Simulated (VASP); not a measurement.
# LuAl3N4 (P3m1) in VASP: notebook, part 2 of 2

VASP 6.6.1. The steps go on from the part before.

### 4 Relaxation of cell and atoms, PBE

This run uses another cell than the first one, of 12.63 Å³/atom, 1.081 times its volume.

INCAR

```
ALGO = Normal ; EDIFF = 1E-6
EDIFFG = -0.08 ; ENCUT = 600
GGA = PE ; IBRION = 2
ISIF = 3 ; ISMEAR = 0
LASPH = True ; LCHARG = False
LREAL = False ; LWAVE = False
NELM = 60 ; NSW = 36
PREC = Accurate ; SIGMA = 0.15
```

KPOINTS

```
k-points
0
Gamma
  4 4 2
```

POSCAR

```
LuAl3N4
1.0
    3.3500000000      0.0000000000      0.0000000000
   -1.6750000000      2.9011851000      0.0000000000
    0.0000000000      0.0000000000     10.4000000000
Lu Al N
1 3 4
Direct
    0.0000000000      0.0000000000      0.8610000000
    0.3333333300      0.6666666700      0.6680000000
    0.3333333300      0.6666666700      0.1875000000
    0.6666666700      0.3333333300      0.4280000000
    0.3333333300      0.6666666700      0.4810000000
    0.3333333300      0.6666666700      0.0000000000
    0.6666666700      0.3333333300      0.2400000000
    0.6666666700      0.3333333300      0.7210000000
```

The run is started by

```sh
$ cat potpaw_PBE.64/Lu/POTCAR potpaw_PBE.64/Al/POTCAR potpaw_PBE.64/N/POTCAR > POTCAR
$ mpirun -np 1 vasp_std > vasp.out
```

Wall time 5.9 min (1 thread of Intel Xeon Platinum 8488C (Sapphire Rapids), shared host); peak memory 0.28 GiB.

The run converged. Its results:

| Quantity | Value |
| --- | --- |
| Free energy | -59.6702 eV |
| Relaxed volume | 11.68 Å³/atom |
| Relaxed cell | a = 3.206 Å, b = 3.206 Å, c = 10.504 Å, α = 90.00°, β = 90.00°, γ = 120.00° |
| Space group after relaxing (to 0.05 Å) | P3m1 (No. 156) |
| Energy gained by relaxing | 337.4 meV/atom |
| Ionic steps | 12 |
| Pressure after relaxing | -0.2 GPa |
| Largest force after relaxing | 0.075 eV/Å |
| Band gap on the k mesh | 2.81 eV, direct |

Forces in eV/Å, atoms in the order of the input:
```
Lu   0.000  0.000  0.047
Al   0.000  0.000 -0.075
Al   0.000  0.000  0.026
Al   0.000  0.000 -0.049
N    0.000  0.000  0.046
N    0.000  0.000 -0.017
N    0.000  0.000  0.045
N    0.000  0.000 -0.022
```

Stress tensor (GPa, compression positive):
```
-0.07  0.00  0.00
 0.00 -0.07  0.00
 0.00  0.00 -0.46
```

The path:
| step | energy change (eV) | largest force (eV/Å) | pressure (GPa) | volume (Å³) |
| --- | --- | --- | --- | --- |
| 1 | 0.0000 | 6.4522 | -12.50 | 101.08 |
| 2 | -1.9365 | 4.7386 | 15.09 | 87.32 |
| 3 | -2.1582 | 2.7374 | 6.59 | 90.02 |
| 4 | -2.2472 | 3.1587 | 6.64 | 91.49 |
| 5 | -2.5252 | 1.7938 | 5.55 | 90.80 |
| 6 | -2.6251 | 0.8942 | -4.35 | 95.52 |
| 7 | -2.6454 | 0.7978 | -1.70 | 94.11 |
| 8 | -2.6859 | 0.4708 | -0.85 | 93.79 |
| 9 | -2.6868 | 0.5967 | -0.73 | 93.74 |
| 10 | -2.6982 | 0.1207 | 0.57 | 93.03 |
| 11 | -2.6982 | 0.1218 | 0.61 | 93.08 |
| 12 | -2.6994 | 0.0753 | -0.20 | 93.47 |

Final structure:
```xyz
8
Lattice="3.2055 0.0000 0.0000 -1.6028 2.7761 0.0000 0.0000 0.0000 10.5037" Properties=species:S:1:pos:R:3 pbc="T T T"
Lu   -1.6028    2.7761    9.4752
Al    0.0000    1.8507    6.8768
Al    0.0000    1.8507    1.8711
Al    1.6028    0.9254    4.3779
N     0.0000    1.8507    4.9997
N     0.0000    1.8507    0.0025
N     1.6028    0.9254    2.4974
N     1.6028    0.9254    7.5709
```

Levels at points of the mesh, in eV from the valence-band top:
| k point | band 25 | band 26 | band 27 | band 28 | band 29 | band 30 |
| --- | --- | --- | --- | --- | --- | --- |
| (0.00, 0.00, 0.00) | -0.50 | -0.19 | -0.19 | 3.00 | 4.35 | 5.46 |
| (0.50, 0.00, 0.00) | -1.19 | -1.13 | -0.03 | 2.97 | 4.31 | 4.84 |
| (0.00, 0.00, 0.50) | -0.46 | -0.21 | -0.21 | 3.25 | 4.53 | 5.02 |
| (0.50, 0.00, 0.50) | -1.26 | -0.95 | 0.00 | 2.81 | 4.50 | 4.98 |

Caveat: the k points lie up to 0.57 Å⁻¹ apart in the final cell; spin-orbit coupling is left out, which moves the levels of the heavy elements; the relaxation stopped at a loose force limit of 0.08 eV/Å, so its end isn't a converged minimum.

### 5 Relaxation of cell and atoms, PBE

INCAR

```
PREC = Accurate ; ENCUT = 600
EDIFF = 1E-7 ; ISMEAR = 0
SIGMA = 0.02 ; LREAL = False
LASPH = True ; NELM = 60
ALGO = Normal ; ISIF = 3
LWAVE = False ; LCHARG = False
GGA = PE ; IBRION = 2
NSW = 100 ; EDIFFG = -0.01
```

KPOINTS

```
Automatic mesh
0
Gamma
  12 12 2
```

POSCAR

```
LuAl3N4
1.0
    3.2066620031      0.0000000000      0.0000000000
   -1.6033310015      2.7770507560      0.0000000000
    0.0000000000      0.0000000000     10.4970860271
Lu Al N
1 3 4
Direct
    0.0000000000      0.0000000000      0.9026844523
    0.3333333333      0.6666666667      0.6545149527
    0.3333333333      0.6666666667      0.1783180994
    0.6666666667      0.3333333333      0.4168472143
    0.3333333333      0.6666666667      0.4758829687
    0.3333333333      0.6666666667      0.9998716073
    0.6666666667      0.3333333333      0.2378928937
    0.6666666667      0.3333333333      0.7204878116
```

The run is started by

```sh
$ cat potpaw_PBE.64/Lu/POTCAR potpaw_PBE.64/Al/POTCAR potpaw_PBE.64/N/POTCAR > POTCAR
$ mpirun -np 1 vasp_std > vasp.out
```

It took 8.3 min on 1 thread of AMD EPYC 9R45 (Zen 5), shared host; peak memory 0.32 GiB.

Results (log left out):

```yaml
Free_energy: -59.7299 eV
Relaxed_volume: 11.67 Å³/atom
Relaxed_cell: a = 3.204 Å, b = 3.204 Å, c = 10.507 Å, α = 90.00°, β = 90.00°, γ = 120.00°
Space_group_after_relaxing_to_0.05_Å: P3m1 (No. 156)
Energy_gained_by_relaxing: 0.2 meV/atom
Ionic_steps: 7
Pressure_after_relaxing: 0.0 GPa
Largest_force_after_relaxing: 0.007 eV/Å
Band_gap_on_the_k_mesh: 2.83 eV, direct
```

Forces in eV/Å, atoms in the order of the input:
```
Lu   0.000  0.000  0.005
Al   0.000  0.000 -0.007
Al   0.000  0.000 -0.006
Al   0.000  0.000  0.000
N    0.000  0.000  0.007
N    0.000  0.000  0.004
N    0.000  0.000 -0.006
N    0.000  0.000  0.003
```

Step by step:
```tsv
step	energy change (eV)	largest force (eV/Å)	pressure (GPa)	volume (Å³)
1	0.0000	0.1828	-0.04	93.48
2	-0.0007	0.1432	-0.17	93.44
3	-0.0010	0.0483	-0.13	93.45
4	-0.0012	0.0269	0.09	93.33
5	-0.0012	0.0180	0.06	93.35
6	-0.0012	0.0168	0.06	93.36
7	-0.0012	0.0071	-0.03	93.39
```

Final structure:
```
CELL_PARAMETERS angstrom
3.20368 0.00000 0.00000
-1.60184 2.77447 0.00000
0.00000 0.00000 10.50696
ATOMIC_POSITIONS crystal
Lu 0.00000 0.00000 0.90217
Al 0.33333 0.66667 0.65424
Al 0.33333 0.66667 0.17828
Al 0.66667 0.33333 0.41658
N 0.33333 0.66667 0.47592
N 0.33333 0.66667 0.00044
N 0.66667 0.33333 0.23801
N 0.66667 0.33333 0.72083
```

Levels at points of the mesh, in eV from the valence-band top:
| k point | band 23 | band 24 | band 25 | band 26 | band 27 | band 28 | band 29 | band 30 | band 31 | band 32 |
| --- | --- | --- | --- | --- | --- | --- | --- | --- | --- | --- |
| (0.00, 0.00, 0.00) | -0.52 | -0.52 | -0.52 | -0.19 | -0.19 | 3.02 | 4.36 | 5.47 | 6.07 | 6.07 |
| (0.50, 0.00, 0.00) | -1.98 | -1.23 | -1.20 | -1.14 | -0.03 | 2.99 | 4.31 | 4.84 | 6.20 | 6.84 |
| (0.00, 0.00, 0.50) | -1.19 | -0.48 | -0.48 | -0.21 | -0.21 | 3.27 | 4.54 | 5.02 | 6.07 | 6.07 |
| (0.50, 0.00, 0.50) | -1.69 | -1.50 | -1.27 | -0.96 | 0.00 | 2.83 | 4.50 | 4.98 | 5.81 | 6.75 |

Caveat: spin-orbit coupling is left out, which moves the levels of the heavy elements. PBE gaps usually lie below the measured ones, often by a third to a half.

### 6 Overview

```tsv
task	cell	k mesh	cutoff (eV)	smearing	gap on the mesh (eV)	pressure (GPa)	relaxed volume (Å³/atom)	largest force (eV/Å)
single point	a = 3.207, b = 3.207, c = 10.497 Å, angles 90.0, 90.0, 120.0°, 8 atoms	4 × 4 × 2	520	gaussian 0.15 eV	2.88	0.0	-	0.18
single point	a = 3.204, b = 3.204, c = 10.502 Å, angles 90.0, 90.0, 120.0°, 8 atoms	6 × 6 × 2	520	gaussian 0.1 eV	2.86	0.2	-	0.14
relaxation of cell and atoms	relaxed from a = 3.350, b = 3.350, c = 10.400 Å, angles 90.0, 90.0, 120.0°, 8 atoms	4 × 4 × 2	600	gaussian 0.15 eV	2.81	-0.2	11.68	0.08
relaxation of cell and atoms	relaxed from a = 3.207, b = 3.207, c = 10.497 Å, angles 90.0, 90.0, 120.0°, 8 atoms	12 × 12 × 2	600	gaussian 0.02 eV	2.83	0.0	11.67	0.01
```

Alike in all rows: level PBE; potentials or basis VASP PAW PBE potentials, release 64 (Lu, Al, N); no spin polarisation.

Caveats: some runs use coarse meshes; spin-orbit coupling is left out, which moves the levels of the heavy elements; the relaxation stopped at a loose force limit of 0.08 eV/Å, so its end isn't a converged minimum (some runs).

Absolute energies hang on the potentials; compare differences alone.
